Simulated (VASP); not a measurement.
Crystal: TaN.

```
Ta N
1.0
     0.00000    2.18793    2.18793
     2.18793    0.00000    2.18793
     2.18793    2.18793    0.00000
Ta N
1 1
Direct
  0.50000 0.50000 0.50000
  0.00000 0.00000 0.00000
```

Base run:

```yaml
Program: VASP 6.6.1
Functional: r2SCAN
Potentials_or_basis: VASP PAW PBE potentials, release 64 (Ta_sv_GW, N)
Cutoff: 660 eV
k_mesh: 16 × 16 × 16
Occupations: gaussian, width 0.1 eV
Spin: no spin polarisation
```

Its results: band gap on the k mesh zero (band 9 reaches 16.09 eV, above the bottom of band 10 at 11.91 eV); pressure 5.1 GPa.

**Question.** The run is repeated on the same cell with these changes: functional from r2SCAN to PBEsol; cutoff from 660 eV to 600 eV. What comes out?

**Answer.** Band gap on the k mesh zero (band 9 reaches 15.84 eV, above the bottom of band 10 at 11.71 eV); pressure 0.1 GPa.

Caveats: the PAW data sets were made with another functional, which shifts forces and pressure a little; spin-orbit coupling is left out, which moves the levels of the heavy elements.
